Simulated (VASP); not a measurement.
# Pb (Im-3m) in VASP: notebook, part 2 of 2

VASP 6.6.1. Earlier steps stand in the parts before.

## (6) Vibrations by perturbation theory, PBEsol

INCAR reads:

```
SYSTEM = Pb
PREC = Accurate
ENCUT = 520
EDIFF = 1E-8
ISMEAR = -1
SIGMA = 0.05
LREAL = .FALSE.
LASPH = .TRUE.
NELM = 100
ALGO = Normal
ISIF = 2
LWAVE = .FALSE.
LCHARG = .TRUE.
GGA = PS
NBANDS = 13
IBRION = 8
NSW = 1
```

KPOINTS reads:

```
Automatic mesh
0
G
  7 7 7
  0 0 0
```

POSCAR reads:

```
Pb
1.0
   -1.9796595667      1.9796595667      1.9796595667
    1.9796595667     -1.9796595667      1.9796595667
    1.9796595667      1.9796595667     -1.9796595667
Pb
1
Direct
    0.0000000000      0.0000000000      0.0000000000
```

Potentials or basis: VASP PAW PBE potentials, release 64 (Pb_d).

Started as:

```sh
$ cat potpaw_PBE.64/Pb_d/POTCAR > POTCAR
$ mpirun -np 1 vasp_std > vasp.out
```

OUTCAR:

```text
SYSTEM = Pb
   PREC = Accurate
   ENCUT = 520
   EDIFF = 1E-8
   ISMEAR = -1
   LREAL = .FALSE.
   LASPH = .TRUE.
   NELM = 100
   ISIF = 2
   GGA = PS
   IBRION = 8
   NSW = 1

 ion  position               nearest neighbor table
   1  0.000  0.000  0.000-

  LATTYP: Found a body centered cubic cell.
 ALAT       =     3.9593191334

  Lattice vectors:

 A1 = (  -1.9796595667,   1.9796595667,   1.9796595667)
 A2 = (   1.9796595667,  -1.9796595667,   1.9796595667)
 A3 = (   1.9796595667,   1.9796595667,  -1.9796595667)

Analysis of symmetry for initial positions (statically):
=====================================================================
 Subroutine PRICEL returns:
 Original cell was already a primitive cell.

 Routine SETGRP: Setting up the symmetry group for a
 body centered cubic supercell.

 Subroutine GETGRP returns: Found 48 space group operations
 (whereof 48 operations were pure point group operations)
 out of a pool of 48 trial point group operations.

The static configuration has the point symmetry O_h .

Analysis of symmetry for dynamics (positions and initial velocities):
=====================================================================
 Subroutine PRICEL returns:
 Original cell was already a primitive cell.

 Routine SETGRP: Setting up the symmetry group for a
 body centered cubic supercell.

 Subroutine GETGRP returns: Found 48 space group operations
 (whereof 48 operations were pure point group operations)
 out of a pool of 48 trial point group operations.

The dynamic configuration has the point symmetry O_h .

 Subroutine INISYM returns: Found 48 space group operations
 (whereof 48 operations are pure point group operations),
 and found     1 'primitive' translations

----------------------------------------------------------------------------------------

                                     Primitive cell

  volume of cell :      31.0336

  direct lattice vectors                    reciprocal lattice vectors
    -1.979659567  1.979659567  1.979659567     0.000000000  0.252568678  0.252568678
     1.979659567 -1.979659567  1.979659567     0.252568678  0.000000000  0.252568678
     1.979659567  1.979659567 -1.979659567     0.252568678  0.252568678  0.000000000

  length of vectors
     3.428870951  3.428870951  3.428870951     0.357186050  0.357186050  0.357186050

  position of ions in fractional coordinates (direct lattice)
     0.000000000  0.000000000  0.000000000

  ion indices of the primitive-cell ions
   primitive index   ion index
                 1           1

----------------------------------------------------------------------------------------

 KPOINTS: Automatic mesh

Automatic generation of k-mesh.
 Grid dimensions read from file:
 generate k-points for:    7    7    7

 Generating k-lattice:

[... 109 lines left out ...]
 cond. band min:       7.1162213315   @ k =  -0.2857   0.2857   0.1429
 fundamental gap:      0.2561629562
 Fermi energy:         6.9135044729

 k-point     1 :       0.0000    0.0000    0.0000
  band No.  band energies     occupation
      1     -10.1919      2.00000
      2     -10.1919      2.00000
      3     -10.1919      2.00000
      4      -9.9660      2.00000
      5      -9.9660      2.00000
      6      -4.7733      2.00000
      7      14.2774      0.00000
      8      14.2774      0.00000
      9      14.2774      0.00000
     10      17.9167      0.00000
     11      17.9167      0.00000
     12      17.9167      0.00000
     13      18.3449      0.00000
[... 290 lines left out ...]
  band No.  band energies     occupation
      1     -10.2289      2.00000
      2     -10.2150      2.00000
      3      -9.8831      2.00000
      4      -9.8831      2.00000
      5      -9.8766      2.00000
      6       1.0729      2.00000
      7       6.3202      1.99999
      8       6.7374      1.94258
      9       6.7374      1.94258
     10      11.5314      0.00000
     11      12.5831      0.00000
     12      22.8743      0.00000
     13      24.7550      0.00000

------------------------ aborting loop because EDIFF is reached ----------------------------------------

  FORCE on cell =-STRESS in cart. coord.  units (eV):
  Direction    XX          YY          ZZ          XY          YZ          ZX
  --------------------------------------------------------------------------------------
  -------------------------------------------------------------------------------------
  Total       -0.4405768     -0.4405768     -0.4405768      0.0000000     -0.0000000     -0.0000000
  in kB      -22.7457692    -22.7457692    -22.7457692      0.0000000     -0.0000000     -0.0000000
  external PRESSURE =     -22.7457692 kB  Pullay stress =       0.0000000 kB

 VOLUME and BASIS-vectors are now :
 -----------------------------------------------------------------------------
  energy-cutoff  :      520.00
  volume of cell :       31.03
      direct lattice vectors                 reciprocal lattice vectors
    -1.979659567  1.979659567  1.979659567     0.000000000  0.252568678  0.252568678
     1.979659567 -1.979659567  1.979659567     0.252568678  0.000000000  0.252568678
     1.979659567  1.979659567 -1.979659567     0.252568678  0.252568678  0.000000000

 POSITION                                       TOTAL-FORCE (eV/Angst)
 -----------------------------------------------------------------------------------
      0.00000      0.00000      0.00000        -0.000000      0.000000     -0.000000
 -----------------------------------------------------------------------------------
    total drift:                               -0.000000     -0.000000     -0.000000

  FREE ENERGIE OF THE ION-ELECTRON SYSTEM (eV)
  ---------------------------------------------------
  free  energy   TOTEN  =        -3.9811937249 eV

  energy  without entropy=       -3.9781044946  energy(sigma->0) =       -3.97964911

[... ionic steps 2 to 3 ...]

--------------------------------------- Ionic step        4  -------------------------------------------

 Free energy of the ion-electron system (eV)
  ---------------------------------------------------
  ---------------------------------------------------
  free energy    TOTEN  =        -0.32154319 eV

  energy without entropy =       -0.32154319

------------------------ aborting loop because EDIFF is reached ----------------------------------------

 INTERNAL STRAIN TENSOR  FOR ION    1  DIRECTION 1   (eV/Angst):
 -----------------------------------------------------------------------------
    -0.01401 -0.00000  0.00000
     0.00000  0.00517  0.00000
    -0.00000  0.00000  0.00517

 INTERNAL STRAIN TENSOR FOR ION    1 for displacements in x,y,z  (eV/Angst):
          X           Y           Z          XY          YZ          ZX
  --------------------------------------------------------------------------------
  x     0.00000     0.00000     0.00000     0.00000     0.00000     0.00000
  y     0.00000     0.00000     0.00000     0.00000     0.00000     0.00000
  z     0.00000     0.00000     0.00000     0.00000     0.00000     0.00000

 SECOND DERIVATIVES (NOT SYMMETRIZED)
 ------------------------------------
               1X          1Y          1Z
  1X    -0.013162    0.000000    0.000000
  1Y     0.000000   -0.013162    0.000000
  1Z     0.000000    0.000000   -0.013162

 Eigenvectors and eigenvalues of the dynamical matrix
 ----------------------------------------------------

   1 f  =    0.124599 THz     0.782880 2PiTHz    4.156184 cm-1     0.515301 meV
             X         Y         Z           dx          dy          dz
      0.000000  0.000000  0.000000     1.000000    0.000000    0.000000

   2 f  =    0.124599 THz     0.782880 2PiTHz    4.156184 cm-1     0.515301 meV
             X         Y         Z           dx          dy          dz
      0.000000  0.000000  0.000000     0.000000    1.000000    0.000000

   3 f  =    0.124599 THz     0.782880 2PiTHz    4.156184 cm-1     0.515301 meV
             X         Y         Z           dx          dy          dz
      0.000000  0.000000  0.000000     0.000000    0.000000    1.000000

--------------------------------------------------------------------------------------------------------

 ELASTIC MODULI CONTR FROM IONIC RELAXATION (kBar)
 Direction    XX          YY          ZZ          XY          YZ          ZX
 --------------------------------------------------------------------------------
 XX           0.0000      0.0000      0.0000      0.0000      0.0000      0.0000
 YY           0.0000      0.0000      0.0000      0.0000      0.0000      0.0000
 ZZ           0.0000      0.0000      0.0000      0.0000      0.0000      0.0000
 XY           0.0000      0.0000      0.0000      0.0000      0.0000      0.0000
 YZ           0.0000      0.0000      0.0000      0.0000      0.0000      0.0000
 ZX           0.0000      0.0000      0.0000      0.0000      0.0000      0.0000
 --------------------------------------------------------------------------------
```

stdout:

```text
POSCAR found type information on POSCAR Pb
 POSCAR found :  1 types and       1 ions
 scaLAPACK will be used
 -----------------------------------------------------------------------------
|                                                                             |
|                                                                             |
|     You enforced a specific xc type in the INCAR file but a different       |
|     I HOPE YOU KNOW WHAT YOU ARE DOING!                                     |
|                                                                             |
 -----------------------------------------------------------------------------

 LDA part: xc-table for (Slater+PW92), standard interpolation
 POSCAR, INCAR and KPOINTS ok, starting setup
 FFT: planning ... GRIDC
 FFT: planning ... GRID_SOFT
 FFT: planning ... GRID
 WAVECAR not read
 entering main loop
 Linear response reoptimize wavefunctions to high precision
 Linear response DOF=           1
 Linear response progress:
 first order change of Fermi-energy  -0.79047E-04
 force on displaced ion       1 direction 1 :  -0.013   0.000   0.000
 Linear response finished
```

Run time: 50 s. Hardware: 1 thread of Intel Xeon 8259CL, shared host; peak memory 0.18 GiB.

Caveat: the cell stands under pressure or tension, which shifts response properties; the PAW data sets were made with another functional, which shifts forces and pressure a little; spin-orbit coupling is left out, which moves the levels of the heavy elements.

## (7) Overview

```tsv
task	level	k mesh	cutoff (eV)	smearing	dipole correction	ions in elastic constants	tolerance level	purpose	route	pressure (GPa)
vibrations by perturbation theory	PBEsol	8 × 8 × 8	520	fermi-dirac 0.05 eV	no	-	-	-	-	-
elastic constants	PBEsol	8 × 8 × 8	600	fermi-dirac 0.05 eV	no	relaxed	-	-	-	-
band structure	RPBE	11 × 11 × 11	280	methfessel-paxton of order 2 0.1 eV	-	-	screening	bands	KPOINTS_OPT	2.4
band structure	RPBE	22 × 22 × 22	480	methfessel-paxton of order 2 0.05 eV	-	-	screening	bands	KPOINTS_OPT	2.7
vibrations by perturbation theory	PBEsol	7 × 7 × 7	520	fermi-dirac 0.05 eV	no	-	-	-	-	-
```

Alike in all rows: potentials or basis VASP PAW PBE potentials, release 64 (Pb_d); no spin polarisation; cell as given.

Caveats: the PAW data sets were made with another functional, which shifts forces and pressure a little; spin-orbit coupling is left out, which moves the levels of the heavy elements; the cell stands under pressure or tension, which shifts response properties (at least some runs); the cell is under stress, which shifts elastic constants (at least some runs); the elastic tensor has a negative eigenvalue, so either the cell is unstable as it stands or the mesh is too thin (at least some runs); the cutoff is under 1.25 times the usual one of these potentials, so pressure, stress and relaxed cells hold a basis-set (Pulay) error (at least some runs).

Total energies depend on the potentials used, so only differences within one code and one set of settings carry meaning.
